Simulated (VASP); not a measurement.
# InCu2 (P6_3/mmc) in VASP: further runs

Runs on InCu2. Level: LDA. Tasks: single point.

All numbers are computed with VASP 6.6.1; they aren't measurements. Logs are shortened: lines on timing, memory, paths and dates and some standing lists are left out, and cuts for length are marked.

## Step 1: The cell of the first run

It takes space group P6_3/mmc (No. 194, hexagonal). The conventional cell has a = 4.351 Å, b = 4.351 Å, c = 5.302 Å, α = 90.00°, β = 90.00°, γ = 120.00°. In (site symmetry -6m2) has 11 Cu at 2.51 to 2.84 Å within 3.3 Å. Cu (site symmetry -6m2) has 5 In at 2.51 to 2.65 Å and 6 Cu at 2.84 Å within 3.3 Å. Cu (site symmetry -3m) has 8 Cu at 2.65 to 2.84 Å and 6 In at 2.84 Å within 3.5 Å.

## Step 2: Single point, LDA

The input, INCAR:

```
SYSTEM = InCu2
PREC = Accurate ; ENCUT = 520
EDIFF = 1E-6 ; ISMEAR = -1
SIGMA = 0.1 ; LREAL = .FALSE.
LASPH = .TRUE. ; NELM = 100
ALGO = Normal ; ISIF = 2
LWAVE = .FALSE. ; LCHARG = .FALSE.
NBANDS = 44
```

The input, KPOINTS:

```
regular mesh
0
G
  6 6 5
  0 0 0
```

The input, POSCAR:

```
InCu2
1.0
    4.3508104278      0.0000000000      0.0000000000
   -2.1754052139      3.7679124675      0.0000000000
    0.0000000000      0.0000000000      5.3016605283
In Cu
2 4
Direct
    0.3333333333      0.6666666667      0.7500000000
    0.6666666667      0.3333333333      0.2500000000
    0.3333333333      0.6666666667      0.2500000000
    0.6666666667      0.3333333333      0.7500000000
    0.0000000000      0.0000000000      0.0000000000
    0.0000000000      0.0000000000      0.5000000000
```

Potentials or basis: VASP PAW LDA potentials, release 64 (In_d, Cu).

Launch:

```
$ cat potpaw_LDA.64/In_d/POTCAR potpaw_LDA.64/Cu/POTCAR > POTCAR
$ mpirun -np 1 vasp_std > vasp.out
```

OUTCAR:

```text
SYSTEM = InCu2
   PREC = Accurate
   ENCUT = 520
   EDIFF = 1E-6
   ISMEAR = -1
   LREAL = .FALSE.
   LASPH = .TRUE.
   NELM = 100
   ISIF = 2

 ion  position               nearest neighbor table
   1  0.333  0.667  0.750-   4 2.51   4 2.51   4 2.51   3 2.65   3 2.65   5 2.84   6 2.84   6 2.84
                             5 2.84   6 2.84   5 2.84   2 3.65   2 3.65   2 3.65   2 3.65   2 3.65
   2  0.667  0.333  0.250-   3 2.51   3 2.51   3 2.51   4 2.65   4 2.65   5 2.84   6 2.84   5 2.84
                             6 2.84   5 2.84   6 2.84   1 3.65   1 3.65   1 3.65   1 3.65   1 3.65
   3  0.333  0.667  0.250-   2 2.51   2 2.51   2 2.51   1 2.65   1 2.65
   4  0.667  0.333  0.750-   1 2.51   1 2.51   1 2.51   2 2.65   2 2.65
   5  0.000  0.000  0.000-   6 2.65   6 2.65   1 2.84   2 2.84   2 2.84   1 2.84   2 2.84   1 2.84

   6  0.000  0.000  0.500-   5 2.65   5 2.65   1 2.84   2 2.84   2 2.84   1 2.84   2 2.84   1 2.84

  LATTYP: Found a hexagonal cell.
 ALAT       =     4.3508104278
 C/A-ratio  =     1.2185455138

  Lattice vectors:

 A1 = (   4.3508104278,   0.0000000000,   0.0000000000)
 A2 = (  -2.1754052139,   3.7679124675,   0.0000000000)
 A3 = (   0.0000000000,   0.0000000000,   5.3016605283)

Analysis of symmetry for initial positions (statically):
=====================================================================
 Subroutine PRICEL returns:
 Original cell was already a primitive cell.

 Routine SETGRP: Setting up the symmetry group for a
 hexagonal supercell.

 Subroutine GETGRP returns: Found 24 space group operations
 (whereof 12 operations were pure point group operations)
 out of a pool of 24 trial point group operations.

The static configuration has the point symmetry D_3d.
 The point group associated with its full space group is D_6h.

Analysis of symmetry for dynamics (positions and initial velocities):
=====================================================================
 Subroutine PRICEL returns:
 Original cell was already a primitive cell.

 Routine SETGRP: Setting up the symmetry group for a
 hexagonal supercell.

 Subroutine GETGRP returns: Found 24 space group operations
 (whereof 12 operations were pure point group operations)
 out of a pool of 24 trial point group operations.

The dynamic configuration has the point symmetry D_3d.
 The point group associated with its full space group is D_6h.

 Subroutine INISYM returns: Found 24 space group operations
 (whereof 12 operations are pure point group operations),
 and found     1 'primitive' translations

[... 101 lines left out ...]
   NSW    =      0    number of steps for IOM
   IBRION =     -1    ionic relax: 0-MD 1-quasi-New 2-CG
   NFREE  =      0    steps in history (QN), initial steepest desc. (CG)
   ISIF   =      2    stress and relaxation
   ISYM   =      2    0-nonsym 1-usesym 2-fastsym
   POTIM  = 0.5000    time-step for ionic-motion
   TEBEG  =    0.0;   TEEND  =   0.0 temperature during run
   PSTRESS=    0.0 pullay stress
   NELECT =      70.0000    total number of electrons
   NUPDOWN=      -1.0000    fix difference up-down
   EMIN   =  10.00;   EMAX   =-10.00  energy-range for DOS
   EFERMI =   0.00;   METHOD = LEGACY
   ISMEAR =    -1;   SIGMA  =   0.10  broadening in eV -4-tet -1-fermi 0-gaus
   EFERMI_NEDOS =   21; number of points for ismear=-14 and -15
   IALGO  =     38    algorithm
   IMIX   =      4    mixing-type and parameters
     AMIX     =   0.40;   BMIX     =  1.00
     AMIX_MAG =   1.60;   BMIX_MAG =  1.00
  volume/ion in A,a.u.               =      14.49        97.75
  Fermi-wavevector in a.u.,A,eV,Ry     =   1.523164  2.878362 31.565888  2.320027
  Thomas-Fermi vector in A             =   2.631644
   LORBIT       =      0    0 simple, 1 ext, 2 COOP (PROOUT), +10 PAW based schemes
   GGA     = CA    functional components
   LHFCALC =     F    Hartree Fock is set to
   AEXX    =    0.0000 exact exchange contribution
   IVDW    =     0    specifies the selected vdW correction
   LEPSILON=     F    determine dielectric tensor
   LRPA    =     F    only Hartree local field effects (RPA)
 non-spin polarized calculation
  energy-cutoff  :      520.00
  volume of cell :       86.91
 maximum number of plane-waves:      2348
   NGX = 17   NGY = 17   NGZ = 19

 number of electron      70.0000043 magnetization

 Free energy of the ion-electron system (eV)
  ---------------------------------------------------
  ext. energy  EPLUGINS =         0.00000000
  ---------------------------------------------------
  free energy    TOTEN  =       -24.85167031 eV

  energy without entropy =      -24.81364783  energy(sigma->0) =      -24.83265907

 E-fermi :   9.1644     XC(G=0): -12.5744

 val. band max:        9.0805966725   @ k =   0.1667  -0.0000   0.0000
 cond. band min:       9.2450129295   @ k =   0.5000  -0.0000   0.0000
 fundamental gap:      0.1644162570
 Fermi energy:         9.1643961193

 k-point     1 :       0.0000    0.0000    0.0000
  band No.  band energies     occupation
      1      -5.7344      2.00000
      2      -5.6187      2.00000
      3      -5.6186      2.00000
      4      -5.6186      2.00000
      5      -5.5979      2.00000
      6      -5.5979      2.00000
[... 976 lines left out ...]
     43      16.8500      0.00000
     44      16.8614      0.00000

------------------------ aborting loop because EDIFF is reached ----------------------------------------

  FORCE on cell =-STRESS in cart. coord.  units (eV):
  Direction    XX          YY          ZZ          XY          YZ          ZX
  --------------------------------------------------------------------------------------
  -------------------------------------------------------------------------------------
  Total       -1.2694031     -1.2694032     -1.8879526      0.0000000      0.0000000      0.0000000
  in kB      -23.4006141    -23.4006155    -34.8031680      0.0000000      0.0000000      0.0000000
  external PRESSURE =     -27.2014659 kB  Pullay stress =       0.0000000 kB

 VOLUME and BASIS-vectors are now :
 -----------------------------------------------------------------------------
  energy-cutoff  :      520.00
  volume of cell :       86.91
      direct lattice vectors                 reciprocal lattice vectors
     4.350810428  0.000000000  0.000000000     0.229842237  0.132699473  0.000000000
    -2.175405214  3.767912467  0.000000000     0.000000000  0.265398947  0.000000000
     0.000000000  0.000000000  5.301660528     0.000000000  0.000000000  0.188620149

 POSITION                                       TOTAL-FORCE (eV/Angst)
 -----------------------------------------------------------------------------------
     -0.00000      2.51194      3.97625         0.000000      0.000000      0.000000
      2.17541      1.25597      1.32542        -0.000000     -0.000000      0.000000
     -0.00000      2.51194      1.32542        -0.000000     -0.000000      0.000000
      2.17541      1.25597      3.97625         0.000000      0.000000      0.000000
      0.00000      0.00000      0.00000        -0.000000      0.000000      0.000000
      0.00000      0.00000      2.65083        -0.000000      0.000000      0.000000
 -----------------------------------------------------------------------------------
    total drift:                                0.000000     -0.000000      0.000000

  FREE ENERGIE OF THE ION-ELECTRON SYSTEM (eV)
  ---------------------------------------------------
  free  energy   TOTEN  =       -24.8516703096 eV

  energy  without entropy=      -24.8136478251  energy(sigma->0) =      -24.83265907
```

OSZICAR:

```text
N       E                     dE             d eps       ncg     rms          rms(c)
DAV:   1     0.681340816512E+03    0.68134E+03   -0.31478E+04  1904   0.274E+03
DAV:   2     0.724226709581E+02   -0.60892E+03   -0.59329E+03  1848   0.529E+02
DAV:   3    -0.245568136742E+02   -0.96979E+02   -0.93377E+02  1900   0.247E+02
DAV:   4    -0.289171258506E+02   -0.43603E+01   -0.43267E+01  2224   0.687E+01
DAV:   5    -0.290665105065E+02   -0.14938E+00   -0.14929E+00  2812   0.116E+01    0.182E+01
DAV:   6    -0.279611164134E+02    0.11054E+01   -0.51900E+01  2236   0.123E+02    0.117E+01
DAV:   7    -0.248147912516E+02    0.31463E+01   -0.12752E+01  2240   0.775E+01    0.409E+00
DAV:   8    -0.249310427475E+02   -0.11625E+00   -0.29581E+00  2248   0.370E+01    0.288E+00
DAV:   9    -0.249143880147E+02    0.16655E-01   -0.58053E-01  2296   0.224E+01    0.203E+00
DAV:  10    -0.248526863249E+02    0.61702E-01   -0.21088E-01  2352   0.805E+00    0.870E-01
DAV:  11    -0.248546160598E+02   -0.19297E-02   -0.17358E-02  2308   0.134E+00    0.559E-01
DAV:  12    -0.248534707081E+02    0.11454E-02   -0.24981E-02  2228   0.267E+00    0.572E-01
DAV:  13    -0.248517629452E+02    0.17078E-02   -0.47088E-03  2224   0.115E+00    0.149E-01
DAV:  14    -0.248516897545E+02    0.73191E-04   -0.13302E-03  2464   0.538E-01    0.785E-02
DAV:  15    -0.248516758000E+02    0.13955E-04   -0.13253E-04  2580   0.141E-01    0.583E-02
DAV:  16    -0.248516734192E+02    0.23807E-05   -0.78571E-06  2352   0.299E-02    0.304E-02
DAV:  17    -0.248516702263E+02    0.31929E-05   -0.13561E-05  1752   0.663E-02    0.122E-02
DAV:  18    -0.248516703096E+02   -0.83355E-07   -0.13345E-06  1184   0.164E-02
   1 F= -.24851670E+02 E0= -.24832659E+02  d E =-.380225E-01
```

Run time: 75 s. Hardware: 1 thread of Intel Xeon Platinum 8488C (Sapphire Rapids), shared host; peak memory 0.2 GiB.

Results:

- Free energy: -24.8517 eV
- Pressure: -2.7 GPa
- Band gap on the k mesh: zero (band 35 reaches 11.65 eV, above the bottom of band 36 at 7.10 eV)

Levels at points of the mesh, in eV from the Fermi level:
```tsv
k point	band 32	band 33	band 34	band 35	band 36	band 37	band 38	band 39
(0.00, 0.00, 0.00)	-2.39	-1.72	1.73	1.73	2.02	2.02	2.19	2.95
(0.50, 0.00, 0.00)	-2.59	-2.52	-1.86	-1.72	0.08	0.71	1.07	3.52
```

Caveat: spin-orbit coupling is left out, which moves the levels of the heavy elements.

## Step 3: Single point, LDA

This run uses another cell than the first one, of 14.76 Å³/atom, 1.019 times its volume.

The input, INCAR:

```
SYSTEM = InCu2
PREC = Accurate
ENCUT = 520
EDIFF = 1E-6
ISMEAR = -1
SIGMA = 0.1
LREAL = .False.
LASPH = .True.
NELM = 60
ALGO = Normal
ISIF = 2
LWAVE = .False.
LCHARG = .False.
GGA = CA
NBANDS = 44
```

The input, KPOINTS:

```
regular mesh
0
Gamma
  6 6 5
  0 0 0
```

POSCAR: that of step 2 with these lines changed.

```diff
@@ -2,5 +2,5 @@
 1.0
-    4.3508104278      0.0000000000      0.0000000000
-   -2.1754052139      3.7679124675      0.0000000000
-    0.0000000000      0.0000000000      5.3016605283
+    4.3785233433      0.0000000000      0.0000000000
+   -2.1892616717      3.7919125570      0.0000000000
+    0.0000000000      0.0000000000      5.3354299772
 In Cu
```

Potentials or basis: VASP PAW LDA potentials, release 64 (In_d, Cu).

Launch:

```
$ cat potpaw_LDA.64/In_d/POTCAR potpaw_LDA.64/Cu/POTCAR > POTCAR
$ mpirun -np 1 vasp_std > vasp.out
```

OUTCAR:

```text
SYSTEM = InCu2
   PREC = Accurate
   ENCUT = 520
   EDIFF = 1E-6
   ISMEAR = -1
   LREAL = .False.
   LASPH = .True.
   NELM = 60
   ISIF = 2
   GGA = CA

 ion  position               nearest neighbor table
   1  0.333  0.667  0.750-   4 2.53   4 2.53   4 2.53   3 2.67   3 2.67   5 2.86   6 2.86   6 2.86
                             5 2.86   6 2.86   5 2.86   2 3.68   2 3.68   2 3.68   2 3.68   2 3.68
   2  0.667  0.333  0.250-   3 2.53   3 2.53   3 2.53   4 2.67   4 2.67   5 2.86   6 2.86   5 2.86
                             6 2.86   5 2.86   6 2.86   1 3.68   1 3.68   1 3.68   1 3.68   1 3.68
[... 1195 lines left out ...]
  -------------------------------------------------------------------------------------
  Total       -2.5609150     -2.5609152     -3.0106816      0.0000000      0.0000000     -0.0000000
  in kB      -46.3180581    -46.3180608    -54.4527733      0.0000000      0.0000000     -0.0000000
  external PRESSURE =     -49.0296308 kB  Pullay stress =       0.0000000 kB

 VOLUME and BASIS-vectors are now :
 -----------------------------------------------------------------------------
  energy-cutoff  :      520.00
  volume of cell :       88.58
      direct lattice vectors                 reciprocal lattice vectors
     4.378523343  0.000000000  0.000000000     0.228387500  0.131859581  0.000000000
    -2.189261672  3.791912557  0.000000000     0.000000000  0.263719161  0.000000000
     0.000000000  0.000000000  5.335429977     0.000000000  0.000000000  0.187426319

 POSITION                                       TOTAL-FORCE (eV/Angst)
 -----------------------------------------------------------------------------------
     -0.00000      2.52794      4.00157         0.000000      0.000000      0.000000
      2.18926      1.26397      1.33386        -0.000000     -0.000000      0.000000
     -0.00000      2.52794      1.33386        -0.000000     -0.000000      0.000000
      2.18926      1.26397      4.00157         0.000000      0.000000      0.000000
      0.00000      0.00000      0.00000        -0.000000      0.000000      0.000000
      0.00000      0.00000      2.66771        -0.000000      0.000000      0.000000
 -----------------------------------------------------------------------------------
    total drift:                                0.000000     -0.000000      0.000000

  FREE ENERGIE OF THE ION-ELECTRON SYSTEM (eV)
  ---------------------------------------------------
  free  energy   TOTEN  =       -24.8123758200 eV

  energy  without entropy=      -24.7729470954  energy(sigma->0) =      -24.79266146
```

stdout:

```text
POSCAR found type information on POSCAR InCu
 POSCAR found :  2 types and       6 ions
 scaLAPACK will be used
 LDA part: xc-table for (Slater(with rela. corr.)+CA(PZ))
 , standard interpolation
 POSCAR, INCAR and KPOINTS ok, starting setup
 FFT: planning ... GRIDC
 FFT: planning ... GRID_SOFT
 FFT: planning ... GRID
 WAVECAR not read
 entering main loop
```

It took 83 s on 1 thread of Intel Xeon Platinum 8488C (Sapphire Rapids), shared host; peak memory 0.22 GiB.

What came out:

```yaml
Free_energy: -24.8124 eV
Pressure: -4.9 GPa
Band_gap_on_the_k_mesh: zero (band 35 reaches 11.35 eV, above the bottom of band 36 at 6.86 eV)
```

Caveat: spin-orbit coupling is left out, which moves the levels of the heavy elements.
